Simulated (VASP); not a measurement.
# Hg2O3 (Pn-3m) in VASP: notebook

Runs on Hg2O3. Level: PBE. Tasks: single point.

Everything below comes from runs of VASP 6.6.1. Logs are shortened: lines on timing, memory, paths and dates and some standing lists are left out, and cuts for length are marked.

## (1) The cell of the first run

It takes space group Pn-3m (No. 224, cubic). Conventional cell: a = 5.235 Å, b = 5.235 Å, c = 5.235 Å, α = 90.00°, β = 90.00°, γ = 90.00°. Within 3.0 Å of Hg (site symmetry -3m) lie 6 O at 2.27 Å. Within 3.0 Å of O (site symmetry -42m) lie 4 Hg at 2.27 Å and 4 O at 2.62 Å.

## (2) Single point, PBE

Input file INCAR:

```
PREC     = Accurate       # precision mode
ENCUT    = 520            # plane-wave cutoff, eV
EDIFF    = 1E-6           # SCF threshold, eV
ISMEAR   = -1             # smearing method
SIGMA    = 0.06122561905347299 # smearing width, eV
LREAL    = F              # projectors in reciprocal space
LASPH    = T              # aspherical terms in the spheres
NELM     = 100            # most SCF steps
ALGO     = Normal         # electronic algorithm
ISIF     = 2              # what is computed and relaxed
LWAVE    = F              # write WAVECAR
LCHARG   = F              # write CHGCAR
GGA      = PE             # functional
NBANDS   = 53             # bands
```

Input file KPOINTS:

```
regular mesh
0
Gamma
  11 11 11
```

Input file POSCAR:

```
Hg2O3
1.0
    5.2353481848      0.0000000000      0.0000000000
    0.0000000000      5.2353481848      0.0000000000
    0.0000000000      0.0000000000      5.2353481848
Hg O
4 6
Direct
    0.2500000000      0.2500000000      0.2500000000
    0.7500000000      0.7500000000      0.2500000000
    0.7500000000      0.2500000000      0.7500000000
    0.2500000000      0.7500000000      0.7500000000
    0.5000000000      0.0000000000      0.0000000000
    0.0000000000      0.5000000000      0.0000000000
    0.0000000000      0.0000000000      0.5000000000
    0.5000000000      0.5000000000      0.0000000000
    0.5000000000      0.0000000000      0.5000000000
    0.0000000000      0.5000000000      0.5000000000
```

Potentials or basis: VASP PAW PBE potentials, release 64 (Hg, O).

The run is started by

```bash
$ cat potpaw_PBE.64/Hg/POTCAR potpaw_PBE.64/O/POTCAR > POTCAR
$ mpirun -np 1 vasp_std > vasp.out
```

OUTCAR:

```text
PREC = Accurate
   ENCUT = 520
   EDIFF = 1E-6
   ISMEAR = -1
   LREAL = F
   LASPH = T
   NELM = 100
   ISIF = 2
   GGA = PE

 ion  position               nearest neighbor table
   1  0.250  0.250  0.250-   5 2.27   6 2.27   7 2.27   8 2.27   9 2.27  10 2.27   2 3.70   3 3.70
                             4 3.70   3 3.70   4 3.70   2 3.70   4 3.70   4 3.70   2 3.70   3 3.70
   2  0.750  0.750  0.250-   5 2.27   6 2.27   7 2.27   8 2.27   9 2.27  10 2.27   1 3.70   3 3.70
                             4 3.70   3 3.70   4 3.70   1 3.70   3 3.70   3 3.70   1 3.70   4 3.70
   3  0.750  0.250  0.750-   5 2.27   6 2.27   7 2.27   8 2.27   9 2.27  10 2.27   1 3.70   2 3.70
                             4 3.70   1 3.70   2 3.70   2 3.70   4 3.70   2 3.70   1 3.70   4 3.70
   4  0.250  0.750  0.750-   5 2.27   6 2.27   7 2.27   8 2.27   9 2.27  10 2.27   1 3.70   2 3.70
                             3 3.70   1 3.70   2 3.70   1 3.70   3 3.70   1 3.70   2 3.70   3 3.70
   5  0.500  0.000  0.000-   1 2.27   2 2.27   3 2.27   4 2.27
   6  0.000  0.500  0.000-   1 2.27   2 2.27   3 2.27   4 2.27
   7  0.000  0.000  0.500-   1 2.27   2 2.27   3 2.27   4 2.27
   8  0.500  0.500  0.000-   1 2.27   2 2.27   3 2.27   4 2.27
   9  0.500  0.000  0.500-   1 2.27   2 2.27   3 2.27   4 2.27
  10  0.000  0.500  0.500-   1 2.27   2 2.27   3 2.27   4 2.27

  LATTYP: Found a simple cubic cell.
 ALAT       =     5.2353481848

  Lattice vectors:

 A1 = (   5.2353481848,   0.0000000000,   0.0000000000)
 A2 = (   0.0000000000,   5.2353481848,   0.0000000000)
 A3 = (   0.0000000000,   0.0000000000,   5.2353481848)

Analysis of symmetry for initial positions (statically):
=====================================================================
 Subroutine PRICEL returns:
 Original cell was already a primitive cell.

 Routine SETGRP: Setting up the symmetry group for a
 simple cubic supercell.

 Subroutine GETGRP returns: Found 48 space group operations
 (whereof 24 operations were pure point group operations)
 out of a pool of 48 trial point group operations.

The static configuration has the point symmetry T_d .
 The point group associated with its full space group is O_h .

Analysis of symmetry for dynamics (positions and initial velocities):
=====================================================================
 Subroutine PRICEL returns:
 Original cell was already a primitive cell.

 Routine SETGRP: Setting up the symmetry group for a
 simple cubic supercell.

 Subroutine GETGRP returns: Found 48 space group operations
 (whereof 24 operations were pure point group operations)
 out of a pool of 48 trial point group operations.

The dynamic configuration has the point symmetry T_d .
 The point group associated with its full space group is O_h .

 Subroutine INISYM returns: Found 48 space group operations
 (whereof 24 operations are pure point group operations),
 and found     1 'primitive' translations

----------------------------------------------------------------------------------------

                                     Primitive cell

  volume of cell :     143.4950

  direct lattice vectors                    reciprocal lattice vectors
     5.235348185  0.000000000  0.000000000     0.191009263  0.000000000  0.000000000
     0.000000000  5.235348185  0.000000000     0.000000000  0.191009263  0.000000000
     0.000000000  0.000000000  5.235348185     0.000000000  0.000000000  0.191009263

  length of vectors
     5.235348185  5.235348185  5.235348185     0.191009263  0.191009263  0.191009263

  position of ions in fractional coordinates (direct lattice)
     0.250000000  0.250000000  0.250000000
     0.750000000  0.750000000  0.250000000
     0.750000000  0.250000000  0.750000000
     0.250000000  0.750000000  0.750000000
     0.500000000  0.000000000  0.000000000
     0.000000000  0.500000000  0.000000000
     0.000000000  0.000000000  0.500000000
     0.500000000  0.500000000  0.000000000
     0.500000000  0.000000000  0.500000000
     0.000000000  0.500000000  0.500000000

  ion indices of the primitive-cell ions
   primitive index   ion index
                 1           1
                 2           2
                 3           3
                 4           4
                 5           5
                 6           6
                 7           7
                 8           8
                 9           9
                10          10

----------------------------------------------------------------------------------------

 KPOINTS: regular mesh

Automatic generation of k-mesh.
 Grid dimensions read from file:
 generate k-points for:   11   11   11

 Generating k-lattice:

  Cartesian coordinates                     Fractional coordinates (reciprocal lattice)
     0.017364478  0.000000000  0.000000000     0.090909091  0.000000000  0.000000000
     0.000000000  0.017364478  0.000000000     0.000000000  0.090909091  0.000000000
     0.000000000  0.000000000  0.017364478     0.000000000  0.000000000  0.090909091

  Length of vectors
     0.017364478  0.017364478  0.017364478

  Shift w.r.t. Gamma in fractional coordinates (k-lattice)
     0.000000000  0.000000000  0.000000000

 Subroutine IBZKPT returns following result:
 ===========================================

 Found     56 irreducible k-points:

 Following reciprocal coordinates:
            Coordinates               Weight
  0.000000  0.000000  0.000000      1.000000
  0.090909  0.000000  0.000000      6.000000
  0.181818  0.000000  0.000000      6.000000
  0.272727  0.000000  0.000000      6.000000
  0.363636  0.000000  0.000000      6.000000
  0.454545  0.000000  0.000000      6.000000
[... 16 lines left out ...]
  0.181818  0.090909  0.090909     24.000000
  0.272727  0.090909  0.090909     24.000000
 [... further k-points ...]
   k-points           NKPTS =     56   k-points in BZ     NKDIM =     56   number of bands    NBANDS=     53
   number of dos      NEDOS =    301   number of ions     NIONS =     10
   total plane-waves  NPLWV =  64000
   dimension x,y,z NGX =    40 NGY =   40 NGZ =   40
   dimension x,y,z NGXF=    80 NGYF=   80 NGZF=   80
   ions per type =               4   6
   NGX,Y,Z   is equivalent  to a cutoff of  12.70, 12.70, 12.70 a.u.
   NGXF,Y,Z  is equivalent  to a cutoff of  25.40, 25.40, 25.40 a.u.
 SYSTEM =  unknown system
   PREC   = accura    normal or accurate (medium, high low for compatibility)
   ISTART =      0    job   : 0-new  1-cont  2-samecut
   ICHARG =      2    charge: 1-file 2-atom 10-const
   ISPIN  =      1    spin polarized calculation?
   LNONCOLLINEAR =      F non collinear calculations
   LSORBIT =      F    spin-orbit coupling
   LASPH  =      T    aspherical Exc in radial PAW
   ENCUT  =  520.0 eV  38.22 Ry    6.18 a.u.   9.73  9.73  9.73*2*pi/ulx,y,z
   NELM   =    100;   NELMIN=  2; NELMDL= -5     # of ELM steps
   EDIFF  = 0.1E-05   stopping-criterion for ELM
   LREAL  =      F    real-space projection
   EDIFFG = 0.1E-04   stopping-criterion for IOM
   NSW    =      0    number of steps for IOM
   IBRION =     -1    ionic relax: 0-MD 1-quasi-New 2-CG
   NFREE  =      0    steps in history (QN), initial steepest desc. (CG)
   ISIF   =      2    stress and relaxation
   ISYM   =      2    0-nonsym 1-usesym 2-fastsym
   POTIM  = 0.5000    time-step for ionic-motion
   TEBEG  =    0.0;   TEEND  =   0.0 temperature during run
   PSTRESS=    0.0 pullay stress
   NELECT =      84.0000    total number of electrons
   NUPDOWN=      -1.0000    fix difference up-down
   EMIN   =  10.00;   EMAX   =-10.00  energy-range for DOS
   EFERMI =   0.00;   METHOD = LEGACY
   ISMEAR =    -1;   SIGMA  =   0.06  broadening in eV -4-tet -1-fermi 0-gaus
   EFERMI_NEDOS =   21; number of points for ismear=-14 and -15
   IALGO  =     38    algorithm
   IMIX   =      4    mixing-type and parameters
     AMIX     =   0.40;   BMIX     =  1.00
     AMIX_MAG =   1.60;   BMIX_MAG =  1.00
  volume/ion in A,a.u.               =      14.35        96.84
  Fermi-wavevector in a.u.,A,eV,Ry     =   1.369480  2.587942 25.517392  1.875475
  Thomas-Fermi vector in A             =   2.495352
   LORBIT       =      0    0 simple, 1 ext, 2 COOP (PROOUT), +10 PAW based schemes
   GGA     = PE    functional components
   LHFCALC =     F    Hartree Fock is set to
   AEXX    =    0.0000 exact exchange contribution
   IVDW    =     0    specifies the selected vdW correction
   LEPSILON=     F    determine dielectric tensor
   LRPA    =     F    only Hartree local field effects (RPA)
 non-spin polarized calculation
  energy-cutoff  :      520.00
  volume of cell :      143.49
 maximum number of plane-waves:      3888
 NGX is ok and might be reduce to    40
   NGX = 19   NGY = 19   NGZ = 19

 number of electron      83.9999995 magnetization

 Free energy of the ion-electron system (eV)
  ---------------------------------------------------
  ext. energy  EPLUGINS =         0.00000000
  ---------------------------------------------------
  free energy    TOTEN  =       -28.03759550 eV

  energy without entropy =      -27.86661042  energy(sigma->0) =      -27.95210296

 E-fermi :   1.8286     XC(G=0): -10.7146

 val. band max:        1.8230569453   @ k =   0.4545   0.2727   0.2727
 cond. band min:       1.8297818597   @ k =   0.3636   0.2727   0.2727
 fundamental gap:      0.0067249145
 Fermi energy:         1.8286048536

 k-point     1 :       0.0000    0.0000    0.0000
  band No.  band energies     occupation
      1     -16.7638      2.00000
      2     -15.8168      2.00000
      3     -15.8168      2.00000
      4     -15.4269      2.00000
      5     -15.4269      2.00000
      6     -14.7644      2.00000
[... 45 lines left out ...]
     52      11.8202      0.00000
     53      11.8202      0.00000

 k-point     2 :       0.0909    0.0000    0.0000
  band No.  band energies     occupation
      1     -16.7454      2.00000
      2     -15.8356      2.00000
      3     -15.8094      2.00000
      4     -15.4352      2.00000
      5     -15.4171      2.00000
      6     -14.7843      2.00000
[... 45 lines left out ...]
     52      11.4625      0.00000
     53      11.4640      0.00000

 k-point     3 :       0.1818    0.0000    0.0000
  band No.  band energies     occupation
      1     -16.6914      2.00000
      2     -15.8909      2.00000
      3     -15.7877      2.00000
      4     -15.4597      2.00000
      5     -15.3881      2.00000
      6     -14.8398      2.00000
[... 45 lines left out ...]
     52      11.1103      0.00000
     53      11.1103      0.00000
[... 1065 lines left out ...]
 k-point    23 :       0.1818    0.0909    0.0909
  band No.  band energies     occupation
      1     -16.6566      2.00000
      2     -15.8851      2.00000
      3     -15.8094      2.00000
      4     -15.4525      2.00000
      5     -15.3987      2.00000
      6     -14.8764      2.00000
[... 45 lines left out ...]
     52      10.6919      0.00000
     53      11.5428      0.00000

 k-point    24 :       0.2727    0.0909    0.0909
  band No.  band energies     occupation
      1     -16.5728      2.00000
      2     -15.9692      2.00000
      3     -15.7723      2.00000
      4     -15.4940      2.00000
      5     -15.3544      2.00000
      6     -14.9543      2.00000
[... 45 lines left out ...]
     52      10.5212      0.00000
     53      11.1689      0.00000

 [... further k-points ...]
[... 5 lines left out ...]
  --------------------------------------------------------------------------------------
  -------------------------------------------------------------------------------------
  Total        8.0025866      8.0025866      8.0025866      0.0000000      0.0000000      0.0000000
  in kB       89.3519952     89.3519952     89.3519952      0.0000000      0.0000000      0.0000000
  external PRESSURE =      89.3519952 kB  Pullay stress =       0.0000000 kB

 VOLUME and BASIS-vectors are now :
 -----------------------------------------------------------------------------
  energy-cutoff  :      520.00
  volume of cell :      143.49
      direct lattice vectors                 reciprocal lattice vectors
     5.235348185  0.000000000  0.000000000     0.191009263  0.000000000  0.000000000
     0.000000000  5.235348185  0.000000000     0.000000000  0.191009263  0.000000000
     0.000000000  0.000000000  5.235348185     0.000000000  0.000000000  0.191009263

 POSITION                                       TOTAL-FORCE (eV/Angst)
 -----------------------------------------------------------------------------------
      1.30884      1.30884      1.30884         0.000000      0.000000      0.000000
      3.92651      3.92651      1.30884        -0.000000      0.000000     -0.000000
      3.92651      1.30884      3.92651         0.000000     -0.000000     -0.000000
      1.30884      3.92651      3.92651        -0.000000      0.000000      0.000000
      2.61767      0.00000      0.00000         0.000000     -0.000000     -0.000000
      0.00000      2.61767      0.00000        -0.000000     -0.000000      0.000000
      0.00000      0.00000      2.61767         0.000000      0.000000      0.000000
      2.61767      2.61767      0.00000        -0.000000     -0.000000     -0.000000
      2.61767      0.00000      2.61767         0.000000     -0.000000     -0.000000
      0.00000      2.61767      2.61767        -0.000000     -0.000000      0.000000
 -----------------------------------------------------------------------------------
    total drift:                               -0.000000      0.000000     -0.000000

  FREE ENERGIE OF THE ION-ELECTRON SYSTEM (eV)
  ---------------------------------------------------
  free  energy   TOTEN  =       -28.0375954979 eV

  energy  without entropy=      -27.8666104195  energy(sigma->0) =      -27.95210296
```

It took 4.6 min on 1 thread of Intel Xeon Platinum 8488C (Sapphire Rapids), shared host; peak memory 0.44 GiB.

What came out:

* Free energy: -28.0376 eV
* Pressure: 8.9 GPa
* Band gap on the k mesh: zero (bands 42 and 43 overlap by 0.24 eV)

Levels at points of the mesh, in eV from the Fermi level:
| k point | band 40 | band 41 | band 42 | band 43 | band 44 | band 45 |
| --- | --- | --- | --- | --- | --- | --- |
| (0.00, 0.00, 0.00) | 0.12 | 0.12 | 0.12 | 0.32 | 0.32 | 0.32 |

Caveat: the cell stands under pressure; semilocal functionals underestimate gaps, and a narrow one can read as zero; spin-orbit coupling is left out, which moves the levels of the heavy elements.

## (3) Single point, PBE

This run uses another cell than the first one, of 14.65 Å³/atom.

Input file INCAR:

```
PREC = Accurate
ENCUT = 520
EDIFF = 1E-7
ISMEAR = -1
SIGMA = 0.06122561905347299
LREAL = False
LASPH = True
NELM = 80
ALGO = Normal
ISIF = 2
LWAVE = False
LCHARG = True
GGA = PE
LELF = True
LVHAR = True
NBANDS = 53
```

KPOINTS is that of step 2.

POSCAR, as its differences from that of step 2:

```diff
@@ -2,5 +2,5 @@
 1.0
-    5.2353481848      0.0000000000      0.0000000000
-    0.0000000000      5.2353481848      0.0000000000
-    0.0000000000      0.0000000000      5.2353481848
+    5.2722180488      0.0000000000      0.0000000000
+    0.0000000000      5.2722180488      0.0000000000
+    0.0000000000      0.0000000000      5.2722180488
 Hg O
```

Potentials or basis: VASP PAW PBE potentials, release 64 (Hg, O).

The run is started by

```bash
$ cat potpaw_PBE.64/Hg/POTCAR potpaw_PBE.64/O/POTCAR > POTCAR
$ mpirun -np 1 vasp_std > vasp.out
```

Run time: 4.9 min. Hardware: 1 thread of Intel Xeon Platinum 8488C (Sapphire Rapids), shared host; peak memory 0.45 GiB.

It converged, with:

| Quantity | Value |
| --- | --- |
| Free energy | -28.1840 eV |
| Pressure | 6.0 GPa |
| Band gap on the k mesh | zero (bands 42 and 43 overlap by 0.24 eV) |

Levels at points of the mesh, in eV from the Fermi level:
| k point | band 40 | band 41 | band 42 | band 43 | band 44 | band 45 |
| --- | --- | --- | --- | --- | --- | --- |
| (0.00, 0.00, 0.00) | 0.11 | 0.11 | 0.11 | 0.32 | 0.32 | 0.32 |

Caveat: the cell stands under pressure; semilocal functionals underestimate gaps, and a narrow one can read as zero; spin-orbit coupling is left out, which moves the levels of the heavy elements.
